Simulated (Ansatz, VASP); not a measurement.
# Two plane-wave programs on ZnS

```xyz
2
Lattice="0.0000 2.7603 2.7603 2.7603 0.0000 2.7603 2.7603 2.7603 0.0000" Properties=species:S:1:pos:R:3 pbc="T T T"
Zn    0.0000    0.0000    0.0000
S     1.3802    1.3802    1.3802
```

Change from the starting cell: volume scaled by 1.06, ions relaxed.

Alike in both runs: functional PBE; k mesh 14 × 14 × 14; occupations fermi-dirac, width 0.02 eV; no spin polarisation.

Ansatz relaxed the structure, and its values are those at the end. VASP's run is a single point on that final structure, the one shown.

|  | VASP | Ansatz |
| --- | --- | --- |
| version | VASP 6.6.1 | Ansatz 0.2.0 |
| potentials or method | VASP PAW PBE potentials, release 64 (Zn, S) | plane-wave PAW, scalar-relativistic |
| plane-wave cutoff (eV) | 520 | 420 |
| valence electrons in the cell | 18 | 18 |

|  | VASP | Ansatz | Ansatz less VASP |
| --- | --- | --- | --- |
| gap on the k mesh at the Fermi level (eV) | 1.84 | 1.84 | -0.002 |
| pressure (GPa) | -2.5 | -2.7 | -0.13 |

The functional is the same, so the differences come from potentials, cutoffs and numerics. Ansatz's warnings: stress scf threshold loose.
